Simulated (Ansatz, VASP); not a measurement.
# Two plane-wave programs on Al

INCAR

```
SYSTEM = Al
PREC = Accurate ; ENCUT = 520
EDIFF = 1E-6 ; ISMEAR = 0
SIGMA = 0.1 ; LREAL = .FALSE.
LASPH = .TRUE. ; NELM = 60
ALGO = Normal ; ISIF = 2
LWAVE = .FALSE. ; LCHARG = .FALSE.
GGA = PE ; NBANDS = 10
```

Contents of KPOINTS:

```
regular mesh
0
G
  8 8 18
  0 0 0
```

The input POSCAR:

```
Al
1.0
    4.2142044138      0.0000000000      0.0042287846
    0.0000000000      4.2142065355      0.0000000000
   -2.1051736474      0.0000000000      1.9504545212
Al
2
Direct
    0.0000000000      0.0000000000      0.0000000000
    0.5000000000      0.5000000000      0.0000000000
```

Input for Ansatz:

```yaml
crystal:
  lattice:
    - [4.2142044138, 0.0, 0.0042287846]
    - [0.0, 4.2142065355, 0.0]
    - [-2.1051736474, 0.0, 1.9504545212]
  atoms:
    - { symbol: Al, position: [0.0, 0.0, 0.0] }
    - { symbol: Al, position: [0.5, 0.5, 0.0] }
basis:
  ecutwfc: 420
kpoints:
  mp_grid: { grid: [8, 8, 18] }
hamiltonian:
  xc: pbe
scf:
  occupations: { method: gaussian, width: 0.1 }
output:
  forces: true
  stress: true
  eigenvalues: true
  write_density: true
  write_potential: true
  elf: true
  volumetric_format: npy
```

Change from the starting cell: band edges of the strained film's bulk.

Alike in both runs: task single point; functional PBE; k mesh 8 × 8 × 18; occupations gaussian, width 0.1 eV; no spin polarisation.

```csv
,VASP,Ansatz
version,VASP 6.6.1,Ansatz 0.2.0
potentials or method,"VASP PAW PBE potentials, release 64 (Al), cutoff 520 eV","scalar-relativistic, plane waves, PAW"
valence electrons in the cell,6,6
```

|  | VASP | Ansatz | Ansatz less VASP |
| --- | --- | --- | --- |
| gap on the k mesh at the Fermi level (eV) | none | none | - |
| pressure (GPa) | -3.2 | -3.2 | +0.03 |
| traceless stress, the component that is largest in VASP (GPa) | 3.22 | 3.22 | +0.002 |

A gap of «none» marks a metal or a gap that the smearing closes.
